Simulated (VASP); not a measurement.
# PbS (Galena) (Fm-3m) in VASP: a series of runs, part 2 of 2

VASP 6.6.1.

### Step 3. Single point, LDA, non-collinear spin, zero start, spin-orbit coupling

The input, INCAR:

```
PREC = Accurate ; ENCUT = 520
EDIFF = 1E-6 ; ISMEAR = -1
SIGMA = 0.05 ; LREAL = F
LASPH = T ; NELM = 150
ALGO = Normal ; ISIF = 2
LWAVE = F ; LCHARG = F
MAGMOM = 0 0 0 0 0 0 ; LORBIT = 11
LSORBIT = T ; GGA_COMPAT = F
LORBMOM = T ; GGA = CA
NBANDS = 32
```

The input, KPOINTS:

```
regular mesh
0
Gamma
  6 6 6
```

The input, POSCAR:

```
PbS
1.0
    0.0000000000      2.9657500000      2.9657500000
    2.9657500000      0.0000000000      2.9657500000
    2.9657500000      2.9657500000      0.0000000000
Pb S
1 1
Direct
    0.0000000000      0.0000000000      0.0000000000
    0.5000000000      0.5000000000      0.5000000000
```

Potentials or basis: VASP PAW LDA potentials, release 64 (Pb_d, S).

On the command line:

```
$ cat potpaw_LDA.64/Pb_d/POTCAR potpaw_LDA.64/S/POTCAR > POTCAR
$ mpirun -np 1 vasp_ncl > vasp.out
```

OUTCAR:

```text
PREC = Accurate
   ENCUT = 520
   EDIFF = 1E-6
   ISMEAR = -1
   LREAL = F
   LASPH = T
   NELM = 150
   ISIF = 2
   LORBIT = 11
   LSORBIT = T
   GGA = CA

 ion  position               nearest neighbor table
   1  0.000  0.000  0.000-   2 2.97   2 2.97   2 2.97   2 2.97   2 2.97   2 2.97
   2  0.500  0.500  0.500-   1 2.97   1 2.97   1 2.97   1 2.97   1 2.97   1 2.97

  LATTYP: Found a face centered cubic cell.
 ALAT       =     5.9315000000

  Lattice vectors:

 A1 = (   0.0000000000,   2.9657500000,   2.9657500000)
 A2 = (   2.9657500000,   0.0000000000,   2.9657500000)
 A3 = (   2.9657500000,   2.9657500000,   0.0000000000)

Analysis of symmetry for initial positions (statically):
=====================================================================
 Subroutine PRICEL returns:
 Original cell was already a primitive cell.

 Routine SETGRP: Setting up the symmetry group for a
 face centered cubic supercell.

[... 812 lines left out ...]
 l=   3
     0.0000000     0.0000000     0.0000000     0.0000000     0.0000000     0.0000000     0.0000000
     0.0000000     0.0000000     0.0000000     0.0000000     0.0000000     0.0000000     0.0000000
     0.0000000     0.0000000     0.0000000     0.0000000     0.0000000     0.0000000     0.0000000
     0.0000000     0.0000000     0.0000000     0.0000000     0.0000000     0.0000000     0.0000000
     0.0000000     0.0000000     0.0000000     0.0000000     0.0000000     0.0000000     0.0000000
     0.0000000     0.0000000     0.0000000     0.0000000     0.0000000     0.0000000     0.0000000
     0.0000000     0.0000000     0.0000000     0.0000000     0.0000000     0.0000000     0.0000000

 Ion:    2  E_soc:     -0.0040613
 l=   1
     0.0000000    -0.0006769    -0.0006769
    -0.0006769     0.0000000    -0.0006769
    -0.0006769    -0.0006769     0.0000000
 l=   2
     0.0000000     0.0000000     0.0000000     0.0000000     0.0000000
     0.0000000     0.0000000     0.0000000     0.0000000     0.0000000
     0.0000000     0.0000000     0.0000000     0.0000000     0.0000000
     0.0000000     0.0000000     0.0000000     0.0000000     0.0000000
     0.0000000     0.0000000     0.0000000     0.0000000     0.0000000
 l=   3
     0.0000000     0.0000000     0.0000000     0.0000000     0.0000000     0.0000000     0.0000000
     0.0000000     0.0000000     0.0000000     0.0000000     0.0000000     0.0000000     0.0000000
     0.0000000     0.0000000     0.0000000     0.0000000     0.0000000     0.0000000     0.0000000
     0.0000000     0.0000000     0.0000000     0.0000000     0.0000000     0.0000000     0.0000000
     0.0000000     0.0000000     0.0000000     0.0000000     0.0000000     0.0000000     0.0000000
     0.0000000     0.0000000     0.0000000     0.0000000     0.0000000     0.0000000     0.0000000
     0.0000000     0.0000000     0.0000000     0.0000000     0.0000000     0.0000000     0.0000000

 total charge

# of ion       s       p       d       tot
------------------------------------------
    1        1.466   0.554   9.842  11.861
    2        1.358   2.295   0.000   3.653
--------------------------------------------------
tot          2.824   2.849   9.842  15.514

 magnetization (x)

# of ion       s       p       d       tot
------------------------------------------
    1        0.000  -0.000   0.000   0.000
    2        0.000   0.000   0.000   0.000
--------------------------------------------------
tot          0.000   0.000   0.000   0.000

 magnetization (y)

# of ion       s       p       d       tot
------------------------------------------
    1        0.000  -0.000  -0.000   0.000
    2        0.000   0.000   0.000   0.000
--------------------------------------------------
tot          0.000  -0.000  -0.000   0.000

 magnetization (z)

# of ion       s       p       d       tot
------------------------------------------
    1       -0.000  -0.000  -0.000  -0.000
    2        0.000   0.000   0.000   0.000
--------------------------------------------------
tot         -0.000  -0.000  -0.000  -0.000
```

stdout:

```text
POSCAR found type information on POSCAR PbS
 POSCAR found :  2 types and       2 ions
 scaLAPACK will be used
 LDA part: xc-table for (Slater(with rela. corr.)+CA(PZ))
 , standard interpolation
 POSCAR, INCAR and KPOINTS ok, starting setup
 FFT: planning ... GRIDC
 FFT: planning ... GRID_SOFT
 FFT: planning ... GRID
 WAVECAR not read
 entering main loop
```

It took 100 s on 1 thread of Intel Xeon 8259CL, shared host; peak memory 0.26 GiB.

Results:

* Free energy: -10.3828 eV
* Pressure: -3.1 GPa
* Net moment: 0.00 μB per cell
* Valence electrons inside the program's atomic spheres: Pb 11.86; S 3.65

Moments on the atoms (μB; x, y, z):
```
Pb  0.00 0.00 0.00
S   0.00 0.00 0.00
```

### Step 4. Relaxation of cell and atoms, PBE+D3(BJ)

The input, INCAR:

```
PREC = Accurate
ENCUT = 600
EDIFF = 1E-7
ISMEAR = -1
SIGMA = 0.05
LREAL = False
LASPH = True
NELM = 60
ALGO = Normal
ISIF = 3
LWAVE = False
LCHARG = False
GGA = PE
IVDW = 12
IBRION = 2
NSW = 60
EDIFFG = -0.01
```

The input, KPOINTS:

```
regular mesh
0
Gamma
  8 8 8
```

POSCAR is that of step 3.

Potentials or basis: VASP PAW PBE potentials, release 64 (Pb_d, S).

On the command line:

```
$ cat potpaw_PBE.64/Pb_d/POTCAR potpaw_PBE.64/S/POTCAR > POTCAR
$ mpirun -np 1 vasp_std > vasp.out
```

It took 36 s on 1 thread of Intel Xeon 8259CL, shared host; peak memory 0.22 GiB.

It converged, with:

* Free energy: -9.4507 eV
* Pressure after relaxing: 0.1 GPa
* Band gap on the k mesh: 0.36 eV, direct
* Dispersion energy per atom: -0.347 eV

Final structure:
```
Pb S
1.0
     0.00000    2.96575    2.96575
     2.96575    0.00000    2.96575
     2.96575    2.96575    0.00000
Pb S
1 1
Direct
  0.00000 0.00000 0.00000
  0.50000 0.50000 0.50000
```

Levels at points of the mesh, in eV from the valence-band top:
```
           k point  band 8  band 9  band 10  band 11  band 12  band 13
(0.00, 0.00, 0.00)   -2.17   -2.17    -2.17     5.21     5.21     5.21
(0.50, 0.00, 0.00)   -1.78   -1.78     0.00     0.36     1.96     1.96
(0.50, 0.50, 0.00)   -5.20   -3.44    -3.44     3.86     5.58     5.68
```

Caveat: the relaxation stopped at its first step, so nothing moved; spin-orbit coupling is left out, which moves the levels of the heavy elements. A k mesh can miss the band edges.

### Step 5. Summary

| task | level | potentials or basis | spin | cell | k mesh | cutoff (eV) | smearing | gap on the mesh (eV) | pressure (GPa) |
| --- | --- | --- | --- | --- | --- | --- | --- | --- | --- |
| single point | PBE | VASP PAW PBE potentials, release 64 (Pb_d, S) | off | as given | 8 × 8 × 8 | 520 | gaussian 0.027 eV | 0.36 | 2.1 |
| single point | LDA | VASP PAW LDA potentials, release 64 (Pb_d, S) | non-collinear, zero start, SOC | as given | 6 × 6 × 6 | 520 | fermi-dirac 0.05 eV | - | -3.1 |
| relaxation of cell and atoms | PBE+D3(BJ) | VASP PAW PBE potentials, release 64 (Pb_d, S) | off | relaxed | 8 × 8 × 8 | 600 | fermi-dirac 0.05 eV | 0.36 | 0.1 |

Caveats: spin-orbit coupling is left out, which moves the levels of the heavy elements (some runs); the relaxation stopped at its first step, so nothing moved (some runs).

Total energies depend on the potentials used, so only differences within one code and one set of settings carry meaning.
